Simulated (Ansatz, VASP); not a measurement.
**One calculation of CsHf, two programs**

```
CELL_PARAMETERS angstrom
0.00000 3.53162 3.53162
3.53162 0.00000 3.53162
3.53162 3.53162 0.00000
ATOMIC_POSITIONS crystal
Cs 0.00000 0.00000 0.00000
Hf 0.50000 0.50000 0.50000
```

Alike in both runs: functional PBE; k mesh 14 × 14 × 14; occupations gaussian, width 0.1 eV; no spin polarisation.

Ansatz relaxed the structure, and its values are those at the end. VASP's run is a single point on that final structure, the one shown.

```csv
,VASP,Ansatz
version,VASP 6.6.1,Ansatz 0.2.0
potentials or method,"VASP PAW PBE potentials, release 64 (Cs_sv, Hf_pv), cutoff 520 eV","scalar-relativistic, plane waves, PAW"
valence electrons in the cell,19,35
```

```tsv
	VASP	Ansatz	Ansatz less VASP
gap on the k mesh at the Fermi level (eV)	none	none	-
pressure (GPa)	0.0	0.0	+0.03
```

A gap of «none» marks a metal or a gap that the smearing closes. VASP's potentials hold 19 valence electrons a cell and Ansatz's 35, so a difference there can come from the potentials and not from the codes.

Neither program's run includes spin-orbit coupling.
